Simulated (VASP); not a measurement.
# Ir: single point with LDA

The system is Ir.

```xyz
2
Lattice="2.8315 0.0000 0.0000 -1.4158 2.4522 0.0000 0.0000 0.0000 4.2400" Properties=species:S:1:pos:R:3 pbc="T T T"
Ir    1.4158    0.8174    3.1800
Ir    0.0000    1.6348    1.0600
```

This isn't the form of Ir at room conditions, which is fcc.

```json
{"Program": "VASP 6.6.1", "Task": "single point", "Functional": "LDA", "Potentials or basis": "VASP PAW LDA potentials, release 64 (Ir_sv_GW)", "Cutoff": "560 eV", "k mesh": "18 × 18 × 10", "Occupations": "gaussian, width 0.15 eV", "Spin": "no spin polarisation"}
```

```
Pressure               : -17.4 GPa
Band gap on the k mesh : zero (bands 17 and 18 overlap by 2.86 eV)
```

Stress tensor (GPa, compression positive):
```
-24.60   0.00   0.00
  0.00 -24.60   0.00
  0.00   0.00  -2.91
```

Levels at points of the mesh, in eV from the Fermi level:
```tsv
k point	band 13	band 14	band 15	band 16	band 17	band 18	band 19	band 20	band 21	band 22
(0.00, 0.00, 0.00)	-3.03	-2.96	-2.96	-2.95	-2.95	0.11	0.19	0.19	7.74	13.42
(0.50, 0.00, 0.00)	-3.59	-3.00	-2.39	0.10	0.70	1.22	2.51	3.75	8.30	10.14
(0.00, 0.00, 0.50)	-4.10	-4.10	-3.90	-3.90	-0.43	-0.43	-0.43	-0.43	13.08	13.08
(0.50, 0.00, 0.50)	-2.41	-2.41	-0.99	-0.99	0.48	0.48	1.84	1.84	7.11	7.11
```

It took 2.6 min on 1 thread of Intel(R) Xeon(R) Platinum 8259CL CPU @ 2.50GHz (Skylake/Cascade Lake), on a shared host, peak memory 0.26 GiB.

Caveat: the stress differs along the axes, from -25 to -3 GPa; spin-orbit coupling is left out, which moves the levels of the heavy elements.
